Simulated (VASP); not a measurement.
Set up this calculation in VASP 6.6.1, as the native input.

```yaml
Task: single point
Functional: r2SCAN
Potentials_or_basis: VASP PAW PBE potentials, release 64 (O)
Cutoff: 520 eV
k_mesh: 9 × 9 × 3
Occupations: fermi-dirac, width 0.2 eV
Spin: no spin polarisation
Dipole_correction: no
Further_INCAR_settings: ALGO = Normal; EDIFF = 1e-06; NBANDS = 13
```

O, a slab with vacuum:

```
O
1.0
     1.77559    0.00000    0.00000
     0.00000    1.77559    0.00000
     0.00000    0.00000    6.60610
O
2
Direct
  0.00000 0.00000 0.00000
  0.00000 0.00000 0.46216
```

One way to write it, as run:

POSCAR

```
O
1.0
    1.7755912600      0.0000000000      0.0000000000
    0.0000000000      1.7755912600      0.0000000000
    0.0000000000      0.0000000000      6.6061014000
O
2
Direct
    0.0000000000      0.0000000000      0.0000000000
    0.0000000000      0.0000000000      0.4621561970
```

INCAR.step1

```
  PREC = Accurate
  ENCUT = 520
  ISMEAR = -1
  SIGMA = 0.2
  LREAL = False
  LASPH = True
  NELM = 80
  NBANDS = 13
  GGA = PE
  ALGO = Normal
  EDIFF = 1E-4
  LWAVE = True
  LCHARG = False
```

INCAR.step2

```
  PREC = Accurate
  ENCUT = 520
  EDIFF = 1E-6
  ISMEAR = -1
  SIGMA = 0.2
  LREAL = False
  LASPH = True
  NELM = 80
  ALGO = Normal
  ISIF = 2
  LWAVE = False
  LCHARG = False
  METAGGA = R2SCAN
  LMIXTAU = True
  NBANDS = 13
  ISTART = 1
```

KPOINTS

```
regular mesh
0
Gamma
  9 9 3
```

Potentials or basis: VASP PAW PBE potentials, release 64 (O).

Run with:

```bash
$ cat potpaw_PBE.64/O/POTCAR > POTCAR
$ cp INCAR.step1 INCAR
$ mpirun -np 1 vasp_std > vasp.out
$ cp INCAR.step2 INCAR
$ mpirun -np 1 vasp_std > vasp.out
```

Results of the run:

```
Largest force          : 0.029 eV/Å
Band gap on the k mesh : zero (band 6 reaches 3.74 eV, above the bottom of band 7 at -1.34 eV)
```

Caveat: the k points lie up to 0.39 Å⁻¹ apart; the PAW data sets were made with another functional, which shifts forces and pressure a little.

Run time: 23 s on 1 thread of Intel(R) Xeon(R) Platinum 8259CL CPU @ 2.50GHz (Skylake/Cascade Lake), on a shared host, peak memory 0.12 GiB.
